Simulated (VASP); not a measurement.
Set up this calculation in VASP 6.6.1, as the native input.

- Task: single point
- Functional: PBE
- Potentials or basis: VASP PAW PBE potentials, release 64 (Co, Si)
- Cutoff: 520 eV
- k mesh: 14 × 14 × 14
- Occupations: gaussian, width 0.15 eV
- Spin: collinear spin, ferromagnetic start
- Starting moments: [0.825, 0.0, 0.0] μB
- Fixed moment: 0.825 μB
- Dipole correction: no
- Further INCAR settings: ALGO = Normal; EDIFF = 1e-07; NBANDS = 20

The structure of CoSi2 lies in POSCAR:

```
CoSi2
1.0
    0.0000000000      2.7833407038      2.7833407038
    2.7833407038      0.0000000000      2.7833407038
    2.7833407038      2.7833407038      0.0000000000
Co Si
1 2
Direct
    0.0000000000      0.0000000000      0.0000000000
    0.2500000000      0.2500000000      0.2500000000
    0.7500000000      0.7500000000      0.7500000000
```

These files were run (other wordings do the same):

INCAR

```
SYSTEM = CoSi2
PREC = Accurate
ENCUT = 520
EDIFF = 1E-7
ISMEAR = 0
SIGMA = 0.15
LREAL = .False.
LASPH = .True.
NELM = 150
ALGO = Normal
ISIF = 2
LWAVE = .False.
LCHARG = .False.
ISPIN = 2
MAGMOM = 0.825 0 0
LORBIT = 11
NUPDOWN = 0.825
LMAXMIX = 4
GGA = PE
NBANDS = 20
```

KPOINTS

```
Automatic mesh
0
Gamma
  14 14 14
  0 0 0
```

Potentials or basis: VASP PAW PBE potentials, release 64 (Co, Si).

Run with:

```console
$ cat potpaw_PBE.64/Co/POTCAR potpaw_PBE.64/Si/POTCAR > POTCAR
$ mpirun -np 1 vasp_std > vasp.out
```

Results of the run:

- Pressure: -13.1 GPa
- Net moment: 0.82 μB per cell
- Site moments: Co +0.53; Si +0.06 μB
- Valence electrons inside the program's atomic spheres: Co 8.55; Si 1.54

Caveat: the total moment is fixed, so each spin has its own Fermi level.

Run time: 2.5 min on 1 thread of Intel Xeon 6975P-C, on a shared host, peak memory 0.28 GiB.
